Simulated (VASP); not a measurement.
Wanted: the native input for a VASP 6.6.1 run.

- Task: single point
- Functional: r2SCAN
- Potentials or basis: VASP PAW PBE potentials, release 64 (B, Os, Ga_d)
- Cutoff: 520 eV
- k mesh: 7 × 7 × 11
- Occupations: gaussian, width 0.0513 eV
- Spin: no spin polarisation
- Dipole correction: no
- Further INCAR settings: ALGO = Normal; EDIFF = 1e-06; NBANDS = 30

GaB2Os3:

```
CELL_PARAMETERS angstrom
5.34570 0.00000 0.00000
-2.67285 4.62951 0.00000
0.00000 0.00000 3.00260
ATOMIC_POSITIONS crystal
B 0.33330 0.66670 0.00000
B 0.66660 0.33330 0.00000
Os 0.50000 0.00000 0.50000
Os 0.50000 0.50000 0.50000
Os 0.00000 0.50000 0.50000
Ga 0.00000 0.00000 0.00000
```

The input as run:

POSCAR

```
GaB2Os3
1.0
    5.3456950000      0.0000000000      0.0000000000
   -2.6728480000      4.6295090000      0.0000000000
    0.0000000000      0.0000000000      3.0026050000
B Os Ga
2 3 1
Direct
    0.3333000000      0.6667000000      0.0000000000
    0.6666000000      0.3333000000      0.0000000000
    0.5000000000      0.0000000000      0.5000000000
    0.5000000000      0.5000000000      0.5000000000
    0.0000000000      0.5000000000      0.5000000000
    0.0000000000      0.0000000000      0.0000000000
```

INCAR.step1

```
ALGO = Normal
EDIFF = 1E-4
ENCUT = 520
GGA = PE
ISMEAR = 0
LASPH = True
LCHARG = False
LREAL = False
LWAVE = True
NBANDS = 30
NELM = 60
PREC = Accurate
SIGMA = 0.0513
```

INCAR.step2

```
ALGO = Normal
EDIFF = 1E-6
ENCUT = 520
ISIF = 2
ISMEAR = 0
ISTART = 1
LASPH = True
LCHARG = False
LMIXTAU = True
LREAL = False
LWAVE = False
METAGGA = R2SCAN
NBANDS = 30
NELM = 60
PREC = Accurate
SIGMA = 0.0513
```

KPOINTS

```
k-points
0
Gamma
  7 7 11
```

Potentials or basis: VASP PAW PBE potentials, release 64 (B, Os, Ga_d).

Launch:

```bash
$ cat potpaw_PBE.64/B/POTCAR potpaw_PBE.64/Os/POTCAR potpaw_PBE.64/Ga_d/POTCAR > POTCAR
$ cp INCAR.step1 INCAR
$ mpirun -np 1 vasp_std > vasp.out
$ cp INCAR.step2 INCAR
$ mpirun -np 1 vasp_std > vasp.out
```

It gave:

```json
{
  "Pressure": "10.0 GPa",
  "Largest force": "0.003 eV/Å",
  "Band gap on the k mesh": "zero (an odd number of electrons rules out a gap without spin polarisation)"
}
```

Caveat: the stress differs along the axes, from -2 to 16 GPa; the PAW data sets were made with another functional, which shifts forces and pressure a little; spin-orbit coupling is left out, which moves the levels of the heavy elements.

Run time: 18 min on 1 thread of Oxide Virtual Turin-like Processor (shared host), peak memory 0.31 GiB.
